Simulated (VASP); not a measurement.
# SnSe2 (P-3m1) in VASP: notebook

SnSe2 is run at these levels: PBE+D3(BJ); tasks: single point.

Everything below comes from runs of VASP 6.6.1. Logs are shortened: lines on timing, memory, paths and dates and some standing lists are left out, and cuts for length are marked.

**1. The cell of the first run**

It takes space group P-3m1 (No. 164, trigonal). Conventional cell: a = 3.984 Å, b = 3.984 Å, c = 6.984 Å, α = 90.00°, β = 90.00°, γ = 120.00°. Within 4.0 Å of Sn (site symmetry -3m) lie 6 Se at 2.95 Å and 6 Sn at 3.98 Å. Within 4.1 Å of Se (site symmetry 3m) lie 3 Sn at 2.95 Å and 9 Se at 3.98 to 4.01 Å.

**2. Single point, PBE+D3(BJ)**

INCAR

```
SYSTEM = SnSe2
  ALGO = Normal
  EDIFF = 1E-6
  ENCUT = 500
  GGA = PE
  GGA_COMPAT = .False.
  ISIF = 2
  ISMEAR = 0
  IVDW = 12
  LASPH = .True.
  LCHARG = .True.
  LELF = .True.
  LREAL = .False.
  LVHAR = .True.
  LWAVE = .False.
  NBANDS = 20
  NELM = 120
  PREC = Accurate
  SIGMA = 0.03
```

KPOINTS

```
k-points
0
Gamma
  12 12 6
  0 0 0
```

POSCAR

```
SnSe2
1.0
    3.9840000000      0.0000000000      0.0000000000
   -1.9920000000      3.4502452087      0.0000000000
    0.0000000000      0.0000000000      6.9835000000
Sn Se
1 2
Direct
    0.0000000000      0.0000000000      0.0000000000
    0.3333333333      0.6666666667      0.2651331237
    0.6666666667      0.3333333333      0.7348668763
```

Potentials or basis: VASP PAW PBE potentials, release 64 (Sn_d, Se).

Launch:

```sh
$ cat potpaw_PBE.64/Sn_d/POTCAR potpaw_PBE.64/Se/POTCAR > POTCAR
$ mpirun -np 1 vasp_std > vasp.out
```

OUTCAR:

```text
SYSTEM = SnSe2
   EDIFF = 1E-6
   ENCUT = 500
   GGA = PE
   ISIF = 2
   ISMEAR = 0
   IVDW = 12
   LASPH = .True.
   LREAL = .False.
   NELM = 120
   PREC = Accurate
 IVDW          = 12

 ion  position               nearest neighbor table
   1  0.000  0.000  0.000-   2 2.95   3 2.95   3 2.95   2 2.95   3 2.95   2 2.95
   2  0.333  0.667  0.265-   1 2.95   1 2.95   1 2.95
   3  0.667  0.333  0.735-   1 2.95   1 2.95   1 2.95

  LATTYP: Found a hexagonal cell.
 ALAT       =     3.9840000000
 C/A-ratio  =     1.7528865462

  Lattice vectors:

 A1 = (   3.9840000000,   0.0000000000,   0.0000000000)
 A2 = (  -1.9920000000,   3.4502452087,   0.0000000000)
 A3 = (   0.0000000000,   0.0000000000,   6.9835000000)

Analysis of symmetry for initial positions (statically):
=====================================================================
 Subroutine PRICEL returns:
 Original cell was already a primitive cell.

 Routine SETGRP: Setting up the symmetry group for a
 hexagonal supercell.

 Subroutine GETGRP returns: Found 12 space group operations
 (whereof 12 operations were pure point group operations)
 out of a pool of 24 trial point group operations.

The static configuration has the point symmetry D_3d.

Analysis of symmetry for dynamics (positions and initial velocities):
=====================================================================
 Subroutine PRICEL returns:
 Original cell was already a primitive cell.

 Routine SETGRP: Setting up the symmetry group for a
 hexagonal supercell.

 Subroutine GETGRP returns: Found 12 space group operations
 (whereof 12 operations were pure point group operations)
 out of a pool of 24 trial point group operations.

The dynamic configuration has the point symmetry D_3d.

 Subroutine INISYM returns: Found 12 space group operations
 (whereof 12 operations are pure point group operations),
 and found     1 'primitive' translations

----------------------------------------------------------------------------------------

                                     Primitive cell

  volume of cell :      95.9936

  direct lattice vectors                    reciprocal lattice vectors
     3.984000000  0.000000000  0.000000000     0.251004016  0.144917236  0.000000000
    -1.992000000  3.450245209  0.000000000     0.000000000  0.289834472  0.000000000
     0.000000000  0.000000000  6.983500000     0.000000000  0.000000000  0.143194673

  length of vectors
     3.984000000  3.984000000  6.983500000     0.289834472  0.289834472  0.143194673

  position of ions in fractional coordinates (direct lattice)
     0.000000000  0.000000000  0.000000000
     0.333333333  0.666666667  0.265133124
     0.666666667  0.333333333  0.734866876

  ion indices of the primitive-cell ions
   primitive index   ion index
                 1           1
                 2           2
                 3           3

----------------------------------------------------------------------------------------

 KPOINTS: k-points

Automatic generation of k-mesh.
 Grid dimensions read from file:
 generate k-points for:   12   12    6

 Generating k-lattice:

  Cartesian coordinates                     Fractional coordinates (reciprocal lattice)
     0.020917001  0.012076436  0.000000000     0.083333333 -0.000000000  0.000000000
     0.000000000  0.024152873  0.000000000     0.000000000  0.083333333  0.000000000
     0.000000000  0.000000000  0.023865779     0.000000000  0.000000000  0.166666667

  Length of vectors
     0.024152873  0.024152873  0.023865779

  Shift w.r.t. Gamma in fractional coordinates (k-lattice)
     0.000000000  0.000000000  0.000000000

 Subroutine IBZKPT returns following result:
 ===========================================

 Found    100 irreducible k-points:

 Following reciprocal coordinates:
            Coordinates               Weight
  0.000000  0.000000  0.000000      1.000000
  0.083333  0.000000  0.000000      6.000000
  0.166667  0.000000  0.000000      6.000000
  0.250000  0.000000  0.000000      6.000000
  0.333333  0.000000  0.000000      6.000000
  0.416667  0.000000  0.000000      6.000000
[... 16 lines left out ...]
  0.166667  0.000000  0.166667      6.000000
  0.000000  0.166667  0.166667      6.000000
 [... further k-points ...]
   k-points           NKPTS =    100   k-points in BZ     NKDIM =    100   number of bands    NBANDS=     20
   number of dos      NEDOS =    301   number of ions     NIONS =      3
   total plane-waves  NPLWV =  48600
   dimension x,y,z NGX =    30 NGY =   30 NGZ =   54
   dimension x,y,z NGXF=    60 NGYF=   60 NGZF=  108
   ions per type =               1   2
   NGX,Y,Z   is equivalent  to a cutoff of  12.52, 12.52, 12.85 a.u.
   NGXF,Y,Z  is equivalent  to a cutoff of  25.04, 25.04, 25.71 a.u.
 SYSTEM =  SnSe2
   PREC   = accura    normal or accurate (medium, high low for compatibility)
   ISTART =      0    job   : 0-new  1-cont  2-samecut
   ICHARG =      2    charge: 1-file 2-atom 10-const
   ISPIN  =      1    spin polarized calculation?
   LNONCOLLINEAR =      F non collinear calculations
   LSORBIT =      F    spin-orbit coupling
   LASPH  =      T    aspherical Exc in radial PAW
   ENCUT  =  500.0 eV  36.75 Ry    6.06 a.u.   7.26  7.26 12.73*2*pi/ulx,y,z
   NELM   =    120;   NELMIN=  2; NELMDL= -5     # of ELM steps
   EDIFF  = 0.1E-05   stopping-criterion for ELM
   LREAL  =      F    real-space projection
   EDIFFG = 0.1E-04   stopping-criterion for IOM
   NSW    =      0    number of steps for IOM
   IBRION =     -1    ionic relax: 0-MD 1-quasi-New 2-CG
   NFREE  =      0    steps in history (QN), initial steepest desc. (CG)
   ISIF   =      2    stress and relaxation
   ISYM   =      2    0-nonsym 1-usesym 2-fastsym
   POTIM  = 0.5000    time-step for ionic-motion
   TEBEG  =    0.0;   TEEND  =   0.0 temperature during run
   PSTRESS=    0.0 pullay stress
   NELECT =      26.0000    total number of electrons
   NUPDOWN=      -1.0000    fix difference up-down
   EMIN   =  10.00;   EMAX   =-10.00  energy-range for DOS
   EFERMI =   0.00;   METHOD = LEGACY
   ISMEAR =     0;   SIGMA  =   0.03  broadening in eV -4-tet -1-fermi 0-gaus
   EFERMI_NEDOS =   21; number of points for ismear=-14 and -15
   IALGO  =     38    algorithm
   IMIX   =      4    mixing-type and parameters
     AMIX     =   0.40;   BMIX     =  1.00
     AMIX_MAG =   1.60;   BMIX_MAG =  1.00
  volume/ion in A,a.u.               =      32.00       215.93
  Fermi-wavevector in a.u.,A,eV,Ry     =   1.059217  2.001631 15.264943  1.121942
  Thomas-Fermi vector in A             =   2.194555
   LORBIT       =      0    0 simple, 1 ext, 2 COOP (PROOUT), +10 PAW based schemes
   GGA     = PE    functional components
   LHFCALC =     F    Hartree Fock is set to
   AEXX    =    0.0000 exact exchange contribution
   IVDW    =    12    specifies the selected vdW correction
   LEPSILON=     F    determine dielectric tensor
   LRPA    =     F    only Hartree local field effects (RPA)
 non-spin polarized calculation
 Gauss-broadening in eV      SIGMA  =   0.03
  energy-cutoff  :      500.00
  volume of cell :       95.99
 maximum number of plane-waves:      2474
 NGX is ok and might be reduce to    30
   NGX = 15   NGY = 15   NGZ = 25

 number of electron      25.9999998 magnetization

 Free energy of the ion-electron system (eV)
  ---------------------------------------------------
  ext. energy  EPLUGINS =         0.00000000
  ---------------------------------------------------
  free energy    TOTEN  =       -11.25287880 eV

  energy without entropy =      -11.25227278  energy(sigma->0) =      -11.25257579

 E-fermi :   2.3077     XC(G=0):  -8.5825

 val. band max:        2.2987593665   @ k =   0.0000   0.0000   0.3333
 cond. band min:       2.3115270212   @ k =   0.1667   0.0000   0.1667
 fundamental gap:      0.0127676547
 Fermi energy:         2.3076729074

 k-point     1 :       0.0000    0.0000    0.0000
  band No.  band energies     occupation
      1     -19.0062      2.00000
      2     -19.0062      2.00000
      3     -18.9642      2.00000
      4     -18.9594      2.00000
      5     -18.9594      2.00000
      6     -10.3718      2.00000
[... 12 lines left out ...]
     19      10.2369      0.00000
     20      11.1989      0.00000

 k-point     2 :       0.0833    0.0000    0.0000
  band No.  band energies     occupation
      1     -19.0066      2.00000
      2     -19.0044      2.00000
      3     -18.9632      2.00000
      4     -18.9608      2.00000
      5     -18.9597      2.00000
      6     -10.3242      2.00000
[... 12 lines left out ...]
     19      10.4336      0.00000
     20      10.5523      0.00000

 k-point     3 :       0.1667    0.0000    0.0000
  band No.  band energies     occupation
      1     -19.0079      2.00000
      2     -18.9993      2.00000
      3     -18.9645      2.00000
      4     -18.9604      2.00000
      5     -18.9603      2.00000
      6     -10.1869      2.00000
[... 12 lines left out ...]
     19      10.2674      0.00000
     20      10.8682      0.00000

 k-point     4 :       0.2500    0.0000    0.0000
  band No.  band energies     occupation
      1     -19.0100      2.00000
      2     -18.9924      2.00000
      3     -18.9694      2.00000
      4     -18.9614      2.00000
      5     -18.9562      2.00000
      6      -9.9784      2.00000
[... 12 lines left out ...]
     19      10.6153      0.00000
     20      10.9937      0.00000

 k-point     5 :       0.3333    0.0000    0.0000
  band No.  band energies     occupation
      1     -19.0125      2.00000
      2     -18.9855      2.00000
      3     -18.9741      2.00000
      4     -18.9623      2.00000
      5     -18.9519      2.00000
      6      -9.7333      2.00000
[... 12 lines left out ...]
     19      10.8125      0.00000
     20      11.5980      0.00000
[... 353 lines left out ...]
      6     -10.2940      2.00000
[... 12 lines left out ...]
     19      10.3156      0.00000
     20      10.7851      0.00000

 k-point    22 :       0.0000    0.0833    0.1667
  band No.  band energies     occupation
      1     -19.0066      2.00000
      2     -19.0044      2.00000
      3     -18.9632      2.00000
      4     -18.9608      2.00000
      5     -18.9597      2.00000
      6     -10.2940      2.00000
[... 12 lines left out ...]
     19      10.2583      0.00000
     20      10.7083      0.00000

 k-point    23 :       0.1667    0.0000    0.1667
  band No.  band energies     occupation
      1     -19.0079      2.00000
      2     -18.9993      2.00000
      3     -18.9645      2.00000
      4     -18.9604      2.00000
      5     -18.9603      2.00000
      6     -10.1578      2.00000
[... 12 lines left out ...]
     19      10.5288      0.00000
     20      10.7281      0.00000

 k-point    24 :       0.0000    0.1667    0.1667
  band No.  band energies     occupation
      1     -19.0079      2.00000
      2     -18.9993      2.00000
      3     -18.9645      2.00000
      4     -18.9604      2.00000
      5     -18.9603      2.00000
      6     -10.1582      2.00000
[... 12 lines left out ...]
     19      10.0209      0.00000
     20      10.4771      0.00000

 [... further k-points ...]

------------------------ aborting loop because EDIFF is reached ----------------------------------------

 Edisp (eV)   -0.86378

 E8    (eV) :    -0.3783

  FORCE on cell =-STRESS in cart. coord.  units (eV):
  Direction    XX          YY          ZZ          XY          YZ          ZX
  --------------------------------------------------------------------------------------
  -------------------------------------------------------------------------------------
  Total      -3.88541    -3.88541    -7.49344     0.00000     0.00000     0.00000
  in kB     -64.84931   -64.84931  -125.06888     0.00000     0.00000     0.00000
  external pressure =      -84.92 kB  Pullay stress =        0.00 kB

 VOLUME and BASIS-vectors are now :
 -----------------------------------------------------------------------------
  energy-cutoff  :      500.00
  volume of cell :       95.99
      direct lattice vectors                 reciprocal lattice vectors
     3.984000000  0.000000000  0.000000000     0.251004016  0.144917236  0.000000000
    -1.992000000  3.450245209  0.000000000     0.000000000  0.289834472  0.000000000
     0.000000000  0.000000000  6.983500000     0.000000000  0.000000000  0.143194673

 POSITION                                       TOTAL-FORCE (eV/Angst)
 -----------------------------------------------------------------------------------
      0.00000      0.00000      0.00000         0.000000      0.000000      0.000000
     -0.00000      2.30016      1.85156         0.000000      0.000000     -1.710700
      1.99200      1.15008      5.13194        -0.000000     -0.000000      1.710700
 -----------------------------------------------------------------------------------
    total drift:                                0.000000     -0.000000      0.000000

  FREE ENERGIE OF THE ION-ELECTRON SYSTEM (eV)
  ---------------------------------------------------
  free  energy   TOTEN  =       -12.1166591751 eV

  energy  without entropy=      -12.1160531558  energy(sigma->0) =      -12.11635617
```

Run time: 80 s. Hardware: 1 thread of AMD EPYC 9R45 (Zen 5), shared host; peak memory 0.3 GiB.

What came out:

```
Free energy                : -12.1167 eV
Pressure                   : -8.5 GPa
Largest force              : 1.711 eV/Å
Band gap on the k mesh     : zero (bands 13 and 14 overlap by 0.19 eV)
Dispersion energy per atom : -0.288 eV
```

Forces on the atoms (eV/Å):
```
Sn   0.000  0.000  0.000
Se   0.000  0.000 -1.711
Se   0.000  0.000  1.711
```

Levels at points of the mesh, in eV from the Fermi level:
```
           k point  band 11  band 12  band 13  band 14  band 15  band 16
(0.00, 0.00, 0.00)    -0.23    -0.11    -0.11     0.17     3.22     4.22
(0.50, 0.00, 0.00)    -1.62    -1.43    -0.29     0.53     3.15     4.27
(0.00, 0.00, 0.50)    -0.33     0.01     0.01     1.61     2.82     4.09
(0.50, 0.00, 0.50)    -1.46    -0.93    -0.57    -0.16     3.12     4.17
```

Caveat: the stress differs along the axes, from -13 to -6 GPa; semilocal functionals underestimate gaps, and a narrow one can read as zero; spin-orbit coupling is left out, which moves the levels of the heavy elements; forces of over 1 eV/Å act on the atoms, so gaps and moduli don't describe the material at rest.

(Continued in part 2 of 2.)

The gap in the log of VASP goes by the Fermi energy; the results here count the filled bands.